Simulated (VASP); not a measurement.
# RbNbBi (Immm) in VASP: single point with r2SCAN

Aim: the single point of RbNbBi with r2SCAN.

Everything below comes from runs of VASP 6.6.1. Logs are shortened: lines on timing, memory, paths and dates and some standing lists are left out, and cuts for length are marked.

### 1 The cell of the first run

It takes space group Immm (No. 71, orthorhombic). Conventional cell: a = 3.859 Å, b = 9.050 Å, c = 13.202 Å, α = 90.00°, β = 90.00°, γ = 90.00°. Within 2.8 Å of Nb (site symmetry mm2) lie 1 Nb at 2.09 Å. Bi (site symmetry m2m) has 4 Nb at 3.06 Å and 4 Rb at 3.78 Å and 2 Bi at 3.86 Å within 4.0 Å. Rb (site symmetry mm2) has 6 Bi at 3.78 to 4.89 Å and 3 Rb at 3.86 to 4.39 Å and 4 Nb at 3.87 to 4.67 Å within 5.0 Å.

### 2 Single point, r2SCAN

Input file POSCAR:

```
RbNbBi
1.0
    0.0000000000      0.0000000000      9.0498824932
    3.8585117974      0.0000000000      0.0000000000
    1.9292558987      6.6012045442     -4.5249412466
Nb Bi Rb
2 2 2
Direct
    0.5792942084      0.9207057916      0.1585884167
    0.4207057916      0.0792942084      0.8414115833
    0.2648324716      0.5000000000      0.0000000000
    0.7351675284      0.5000000000      0.0000000000
    0.1663047080      0.8336952920      0.3326094161
    0.8336952920      0.1663047080      0.6673905839
```

Input file INCAR.step1:

```
SYSTEM = RbNbBi
PREC = Accurate
ENCUT = 520
ISMEAR = -1
SIGMA = 0.0211
LREAL = .False.
LASPH = .True.
NELM = 80
NBANDS = 46
GGA = PE
ALGO = Normal
EDIFF = 1E-4
LWAVE = .True.
LCHARG = .False.
```

Input file INCAR.step2:

```
SYSTEM = RbNbBi
PREC = Accurate
ENCUT = 520
EDIFF = 1E-7
ISMEAR = -1
SIGMA = 0.0211
LREAL = .False.
LASPH = .True.
NELM = 80
ALGO = Normal
ISIF = 2
LWAVE = .False.
LCHARG = .False.
METAGGA = R2SCAN
LMIXTAU = .True.
NBANDS = 46
ISTART = 1
```

Input file KPOINTS:

```
regular mesh
0
Gamma
  5 5 5
  0 0 0
```

Potentials or basis: VASP PAW PBE potentials, release 64 (Nb_sv, Bi_d, Rb_sv).

On the command line:

```bash
$ cat potpaw_PBE.64/Nb_sv/POTCAR potpaw_PBE.64/Bi_d/POTCAR potpaw_PBE.64/Rb_sv/POTCAR > POTCAR
$ cp INCAR.step1 INCAR
$ mpirun -np 1 vasp_std > vasp.out
$ cp INCAR.step2 INCAR
$ mpirun -np 1 vasp_std > vasp.out
```

OUTCAR:

```text
SYSTEM = RbNbBi
   PREC = Accurate
   ENCUT = 520
   EDIFF = 1E-7
   ISMEAR = -1
   LREAL = .False.
   LASPH = .True.
   NELM = 80
   ISIF = 2
   METAGGA = R2SCAN
   ISTART = 1

 ion  position               nearest neighbor table
   1  0.579  0.921  0.159-   2 2.09   4 3.06   4 3.06   3 3.06   3 3.06   6 3.87   6 3.87
   2  0.421  0.079  0.841-   1 2.09   3 3.06   3 3.06   4 3.06   4 3.06   5 3.87   5 3.87
   3  0.265  0.500  0.000-   2 3.06   2 3.06   1 3.06   1 3.06   6 3.78   6 3.78   5 3.78   5 3.78

   4  0.735  0.500  0.000-   1 3.06   1 3.06   2 3.06   2 3.06   5 3.78   5 3.78   6 3.78   6 3.78

   5  0.166  0.834  0.333-   4 3.78   4 3.78   3 3.78   3 3.78   2 3.87   2 3.87   6 4.39   6 5.39
                             6 5.39   6 5.39   6 5.39
   6  0.834  0.166  0.667-   3 3.78   3 3.78   4 3.78   4 3.78   1 3.87   1 3.87   5 4.39   5 5.39
                             5 5.39   5 5.39   5 5.39

  LATTYP: Found a body centered orthorhombic cell.
 ALAT       =     3.8585117974
 B/A-ratio  =     2.3454334128
 C/A-ratio  =     3.4216324276

  Lattice vectors:

 A1 = (   1.9292558987,  -6.6012045442,  -4.5249412466)
 A2 = (  -1.9292558987,  -6.6012045442,   4.5249412466)
 A3 = (  -1.9292558987,   6.6012045442,  -4.5249412466)

Analysis of symmetry for initial positions (statically):
=====================================================================
 Subroutine PRICEL returns:
 Original cell was already a primitive cell.

 Routine SETGRP: Setting up the symmetry group for a
 body centered orthorhombic supercell.

 Subroutine GETGRP returns: Found  8 space group operations
 (whereof  8 operations were pure point group operations)
 out of a pool of  8 trial point group operations.

The static configuration has the point symmetry D_2h.

Analysis of symmetry for dynamics (positions and initial velocities):
=====================================================================
 Subroutine PRICEL returns:
 Original cell was already a primitive cell.

 Routine SETGRP: Setting up the symmetry group for a
 body centered orthorhombic supercell.

 Subroutine GETGRP returns: Found  8 space group operations
 (whereof  8 operations were pure point group operations)
 out of a pool of  8 trial point group operations.

The dynamic configuration has the point symmetry D_2h.

 Subroutine INISYM returns: Found  8 space group operations
 (whereof  8 operations are pure point group operations),
 and found     1 'primitive' translations

----------------------------------------------------------------------------------------

                                     Primitive cell

  volume of cell :     230.5080

  direct lattice vectors                    reciprocal lattice vectors
     0.000000000  0.000000000  9.049882493     0.000000000  0.075743752  0.110498672
     3.858511797  0.000000000  0.000000000     0.259167278 -0.075743752  0.000000000
     1.929255899  6.601204544 -4.524941247     0.000000000  0.151487504  0.000000000

  length of vectors
     9.049882493  3.858511797  8.232437248     0.133966684  0.270008878  0.151487504

  position of ions in fractional coordinates (direct lattice)
     0.579294208  0.920705792  0.158588417
     0.420705792  0.079294208  0.841411583
     0.264832472  0.500000000  0.000000000
     0.735167528  0.500000000  0.000000000
     0.166304708  0.833695292  0.332609416
     0.833695292  0.166304708  0.667390584

  ion indices of the primitive-cell ions
   primitive index   ion index
                 1           1
                 2           2
                 3           3
                 4           4
                 5           5
                 6           6

----------------------------------------------------------------------------------------

 KPOINTS: regular mesh

Automatic generation of k-mesh.
 Grid dimensions read from file:
 generate k-points for:    5    5    5

 Generating k-lattice:

  Cartesian coordinates                     Fractional coordinates (reciprocal lattice)
     0.000000000  0.015148750  0.022099734     0.200000000  0.000000000  0.000000000
     0.051833456 -0.015148750  0.000000000     0.000000000  0.200000000  0.000000000
     0.000000000  0.030297501  0.000000000     0.000000000  0.000000000  0.200000000

  Length of vectors
     0.026793337  0.054001776  0.030297501

  Shift w.r.t. Gamma in fractional coordinates (k-lattice)
     0.000000000  0.000000000  0.000000000

 Subroutine IBZKPT returns following result:
 ===========================================

 Found     27 irreducible k-points:

 Following reciprocal coordinates:
            Coordinates               Weight
  0.000000  0.000000  0.000000      1.000000
  0.200000  0.000000  0.000000      4.000000
  0.400000  0.000000  0.000000      4.000000
  0.000000  0.200000  0.000000      4.000000
  0.200000  0.200000  0.000000      4.000000
  0.400000  0.200000  0.000000      8.000000
[... 16 lines left out ...]
  0.200000 -0.200000  0.200000      8.000000
  0.400000 -0.200000  0.200000      4.000000
 [... further k-points ...]
   k-points           NKPTS =     27   k-points in BZ     NKDIM =     27   number of bands    NBANDS=     46
   number of dos      NEDOS =    301   number of ions     NIONS =      6
   total plane-waves  NPLWV = 134400
   dimension x,y,z NGX =    70 NGY =   30 NGZ =   64
   dimension x,y,z NGXF=   140 NGYF=   60 NGZF=  128
   ions per type =               2   2   2
   NGX,Y,Z   is equivalent  to a cutoff of  12.86, 12.93, 12.92 a.u.
   NGXF,Y,Z  is equivalent  to a cutoff of  25.72, 25.85, 25.85 a.u.
 SYSTEM =  RbNbBi
   PREC   = accura    normal or accurate (medium, high low for compatibility)
   ISTART =      1    job   : 0-new  1-cont  2-samecut
   ICHARG =      0    charge: 1-file 2-atom 10-const
   ISPIN  =      1    spin polarized calculation?
   LNONCOLLINEAR =      F non collinear calculations
   LSORBIT =      F    spin-orbit coupling
   LASPH  =      T    aspherical Exc in radial PAW
   ENCUT  =  520.0 eV  38.22 Ry    6.18 a.u.  16.83  7.17 15.31*2*pi/ulx,y,z
   NELM   =     80;   NELMIN=  2; NELMDL=  0     # of ELM steps
   EDIFF  = 0.1E-06   stopping-criterion for ELM
   LREAL  =      F    real-space projection
   EDIFFG = 0.1E-05   stopping-criterion for IOM
   NSW    =      0    number of steps for IOM
   IBRION =     -1    ionic relax: 0-MD 1-quasi-New 2-CG
   NFREE  =      0    steps in history (QN), initial steepest desc. (CG)
   ISIF   =      2    stress and relaxation
   ISYM   =      2    0-nonsym 1-usesym 2-fastsym
   POTIM  = 0.5000    time-step for ionic-motion
   TEBEG  =    0.0;   TEEND  =   0.0 temperature during run
   PSTRESS=    0.0 pullay stress
   NELECT =      74.0000    total number of electrons
   NUPDOWN=      -1.0000    fix difference up-down
   EMIN   =  10.00;   EMAX   =-10.00  energy-range for DOS
   EFERMI =   0.00;   METHOD = LEGACY
   ISMEAR =    -1;   SIGMA  =   0.02  broadening in eV -4-tet -1-fermi 0-gaus
   EFERMI_NEDOS =   21; number of points for ismear=-14 and -15
   IALGO  =     38    algorithm
   IMIX   =      4    mixing-type and parameters
     AMIX     =   0.40;   BMIX     =  1.00
     AMIX_MAG =   1.60;   BMIX_MAG =  1.00
  volume/ion in A,a.u.               =      38.42       259.26
  Fermi-wavevector in a.u.,A,eV,Ry     =   1.120960  2.118307 17.096416  1.256551
  Thomas-Fermi vector in A             =   2.257610
   LORBIT       =      0    0 simple, 1 ext, 2 COOP (PROOUT), +10 PAW based schemes
   METAGGA = R2SCAN    functional components
   LHFCALC =     F    Hartree Fock is set to
   AEXX    =    0.0000 exact exchange contribution
   IVDW    =     0    specifies the selected vdW correction
   LEPSILON=     F    determine dielectric tensor
   LRPA    =     F    only Hartree local field effects (RPA)
 non-spin polarized calculation
  energy-cutoff  :      520.00
  volume of cell :      230.51
 maximum number of plane-waves:      6226
 NGX is ok and might be reduce to    70
   NGX = 33   NGY = 15   NGZ = 31

 number of electron      74.0000004 magnetization

 Free energy of the ion-electron system (eV)
  ---------------------------------------------------
  ext. energy  EPLUGINS =         0.00000000
  ---------------------------------------------------
  free energy    TOTEN  =      -193.44176366 eV

  energy without entropy =     -193.43951796  energy(sigma->0) =     -193.44064081

 E-fermi :   4.1956     XC(G=0):  -8.8515

 val. band max:        4.1942786283   @ k =   0.0000   0.2000   0.0000
 cond. band min:       4.2216821236   @ k =   0.2000   0.0000   0.0000
 fundamental gap:      0.0274034953
 Fermi energy:         4.1956356170

 k-point     1 :       0.0000    0.0000    0.0000
  band No.  band energies     occupation
      1     -53.2442      2.00000
      2     -52.1425      2.00000
      3     -30.2761      2.00000
      4     -28.5138      2.00000
      5     -28.5109      2.00000
      6     -27.7663      2.00000
[... 38 lines left out ...]
     45       7.3997      0.00000
     46       7.5465      0.00000

 k-point     2 :       0.2000    0.0000    0.0000
  band No.  band energies     occupation
      1     -53.2442      2.00000
      2     -52.1425      2.00000
      3     -30.2761      2.00000
      4     -28.5138      2.00000
      5     -28.5109      2.00000
      6     -27.7663      2.00000
[... 38 lines left out ...]
     45       7.3827      0.00000
     46       7.5574      0.00000

 k-point     3 :       0.4000    0.0000    0.0000
  band No.  band energies     occupation
      1     -53.2442      2.00000
      2     -52.1425      2.00000
      3     -30.2760      2.00000
      4     -28.5138      2.00000
      5     -28.5109      2.00000
      6     -27.7663      2.00000
[... 38 lines left out ...]
     45       7.4063      0.00000
     46       7.5247      0.00000

 k-point     4 :       0.0000    0.2000    0.0000
  band No.  band energies     occupation
      1     -53.2432      2.00000
      2     -52.1417      2.00000
      3     -30.2743      2.00000
      4     -28.5319      2.00000
      5     -28.5117      2.00000
      6     -27.7819      2.00000
[... 920 lines left out ...]
     45       6.9772      0.00000
     46       7.2452      0.00000

 k-point    23 :       0.2000   -0.2000    0.2000
  band No.  band energies     occupation
      1     -53.2432      2.00000
      2     -52.1417      2.00000
      3     -30.2743      2.00000
      4     -28.5319      2.00000
      5     -28.5117      2.00000
      6     -27.7819      2.00000
[... 38 lines left out ...]
     45       6.9607      0.00000
     46       7.0376      0.00000

 k-point    24 :       0.4000   -0.2000    0.2000
  band No.  band energies     occupation
      1     -53.2433      2.00000
      2     -52.1417      2.00000
      3     -30.2743      2.00000
      4     -28.5319      2.00000
      5     -28.5117      2.00000
      6     -27.7819      2.00000
[... 38 lines left out ...]
     45       7.1715      0.00000
     46       7.2561      0.00000

 [... further k-points ...]

------------------------ aborting loop because EDIFF is reached ----------------------------------------

  FORCE on cell =-STRESS in cart. coord.  units (eV):
  Direction    XX          YY          ZZ          XY          YZ          ZX
  --------------------------------------------------------------------------------------
  -------------------------------------------------------------------------------------
  Total       -0.0098663     -0.0466472     -0.0123765      0.0000000      0.0000000      0.0000000
  in kB       -0.0685774     -0.3242276     -0.0860248      0.0000000      0.0000000      0.0000000
  external PRESSURE =      -0.1596099 kB  Pullay stress =       0.0000000 kB

 VOLUME and BASIS-vectors are now :
 -----------------------------------------------------------------------------
  energy-cutoff  :      520.00
  volume of cell :      230.51
      direct lattice vectors                 reciprocal lattice vectors
     0.000000000  0.000000000  9.049882493     0.000000000  0.075743752  0.110498672
     3.858511797  0.000000000  0.000000000     0.259167278 -0.075743752  0.000000000
     1.929255899  6.601204544 -4.524941247     0.000000000  0.151487504  0.000000000

 POSITION                                       TOTAL-FORCE (eV/Angst)
 -----------------------------------------------------------------------------------
      3.85851      1.04687      4.52494         0.000000      0.011558      0.000000
      1.92926      5.55433     -0.00000        -0.000000     -0.011558     -0.000000
      1.92926      0.00000      2.39670        -0.000000      0.000000      0.002576
      1.92926      0.00000      6.65318         0.000000      0.000000     -0.002576
      3.85851      2.19562     -0.00000         0.000000      0.005958      0.000000
      1.92926      4.40558      4.52494        -0.000000     -0.005958      0.000000
 -----------------------------------------------------------------------------------
    total drift:                                0.000000     -0.000000      0.000000

  FREE ENERGIE OF THE ION-ELECTRON SYSTEM (eV)
  ---------------------------------------------------
  free  energy   TOTEN  =      -193.4417636608 eV

  energy  without entropy=     -193.4395179577  energy(sigma->0) =     -193.44064081
```

Wall time 53 min (1 thread of Intel Xeon 8259CL, shared host); peak memory 0.55 GiB.

Results:

| Property | Result |
| --- | --- |
| Free energy | -193.4418 eV |
| Pressure | 0.0 GPa |
| Largest force | 0.012 eV/Å |
| Band gap on the k mesh | zero (bands 37 and 38 overlap by 0.14 eV) |

Forces in eV/Å, atoms in the order of the input:
```
Nb   0.000  0.012  0.000
Nb   0.000 -0.012  0.000
Bi   0.000  0.000  0.003
Bi   0.000  0.000 -0.003
Rb   0.000  0.006  0.000
Rb   0.000 -0.006  0.000
```

Caveat: atoms lie so close that the PAW spheres overlap strongly, which falsifies energies and pressures; the PAW data sets were made with another functional, which shifts forces and pressure a little; spin-orbit coupling is left out, which moves the levels of the heavy elements.

The gap in the log of VASP goes by the Fermi energy; the results here count the filled bands.